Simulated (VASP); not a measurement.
Input of a VASP 6.6.1 run:

Contents of POSCAR:

```
H4C
1.0
    3.8711291597      0.0000000000      0.0000000000
    0.0000000000      3.8711291597      0.0000000000
    0.0000000000      0.0000000000      5.7835329988
H C
8 2
Direct
    0.8373205970      0.1626999019      0.8916894103
    0.6626999019      0.3373205970      0.3916894103
    0.3373000981      0.6626794030      0.3916894103
    0.8373000981      0.8373205970      0.1083105897
    0.3373205970      0.3373000981      0.6083105897
    0.6626794030      0.6626999019      0.6083105897
    0.1626794030      0.8373000981      0.8916894103
    0.1626999019      0.1626794030      0.1083105897
    0.5000000000      0.5000000000      0.5000000000
    0.0000000000      0.0000000000      0.0000000000
```

File INCAR.step1:

```
ALGO = Normal
EDIFF = 1E-5
ENCUT = 1430
GGA = PE
GGA_COMPAT = False
ISMEAR = -1
LASPH = True
LCHARG = False
LREAL = False
LWAVE = True
NBANDS = 19
NELM = 120
PREC = Accurate
SIGMA = 0.03
```

The input INCAR.step2:

```
ALGO = Normal
BPARAM = 11.95
CPARAM = 0.0093
EDIFF = 1E-6
ENCUT = 1430
GGA_COMPAT = False
ISIF = 2
ISMEAR = -1
ISTART = 1
IVDW_NL = 2
LASPH = True
LCHARG = False
LMIXTAU = True
LREAL = False
LUSE_VDW = True
LWAVE = False
METAGGA = R2SCAN
NBANDS = 19
NELM = 120
PREC = Accurate
SIGMA = 0.03
```

File KPOINTS:

```
k-points
0
Gamma
  6 6 4
```

Potentials or basis: VASP PAW PBE potentials, release 64 (H_h, C_h).

Launch:

```bash
$ cat potpaw_PBE.64/H_h/POTCAR potpaw_PBE.64/C_h/POTCAR > POTCAR
$ cp INCAR.step1 INCAR
$ mpirun -np 1 vasp_std > vasp.out
$ cp INCAR.step2 INCAR
$ mpirun -np 1 vasp_std > vasp.out
```

(1) What does it give for the pressure?

(2) What does it give for the band gap on the k mesh?

(3) What does it give for the largest force?

Results:

(1) 0.0 GPa.

(2) 8.32 eV.

(3) 0.010 eV/Å.

Caveat: the PAW data sets were made with another functional, which shifts forces and pressure a little.
